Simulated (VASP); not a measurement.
A run of VASP 6.6.1 is set up as follows.

INCAR

```
ALGO     = Normal         # electronic algorithm
EDIFF    = 1E-6           # SCF threshold, eV
ENCUT    = 520            # plane-wave cutoff, eV
GGA      = PE             # functional
ISIF     = 2              # what is computed and relaxed
ISMEAR   = 0              # smearing method
ISPIN    = 2              # spin polarisation
LASPH    = True           # aspherical terms in the spheres
LCHARG   = False          # write CHGCAR
LMAXMIX  = 4              # l up to which the mixer works
LORBIT   = 11             # projections on sites
LREAL    = False          # projectors in reciprocal space
LWAVE    = False          # write WAVECAR
MAGMOM   = 3 0 0 0 0 0 0 0 0 0 # initial moments
NBANDS   = 45             # bands
NELM     = 150            # most SCF steps
PREC     = Accurate       # precision mode
SIGMA    = 0.1            # smearing width, eV
```

Contents of KPOINTS:

```
k-points
0
Gamma
  4 4 4
```

Contents of POSCAR:

```
CrCdC4N4
1.0
    6.2137947717      0.0000000000      0.0000000000
    0.0000000000      6.2137947717      0.0000000000
    0.0000000000      0.0000000000      6.2137947717
Cr Cd C N
1 1 4 4
Direct
    0.5000000000      0.5000000000      0.5000000000
    0.0000000000      0.0000000000      0.0000000000
    0.2059241631      0.2059241631      0.2059241631
    0.2059241631      0.7940758369      0.7940758369
    0.7940758369      0.2059241631      0.7940758369
    0.7940758369      0.7940758369      0.2059241631
    0.3145345250      0.3145345250      0.3145345250
    0.3145345250      0.6854654750      0.6854654750
    0.6854654750      0.3145345250      0.6854654750
    0.6854654750      0.6854654750      0.3145345250
```

Potentials or basis: VASP PAW PBE potentials, release 64 (Cr_pv, Cd, C, N).

The run is started by

```console
$ cat potpaw_PBE.64/Cr_pv/POTCAR potpaw_PBE.64/Cd/POTCAR potpaw_PBE.64/C/POTCAR potpaw_PBE.64/N/POTCAR > POTCAR
$ mpirun -np 1 vasp_std > vasp.out
```

(1) Estimate the net moment.

(2) What does it give for the pressure?

(3) Estimate the band gap on the k mesh.

Results:

(1) 4.00 μB per cell.

(2) 0.8 GPa.

(3) zero (filled and empty bands overlap).

Caveat: a cell with one magnetic atom can't hold antiferromagnetic order, which such compounds often take.
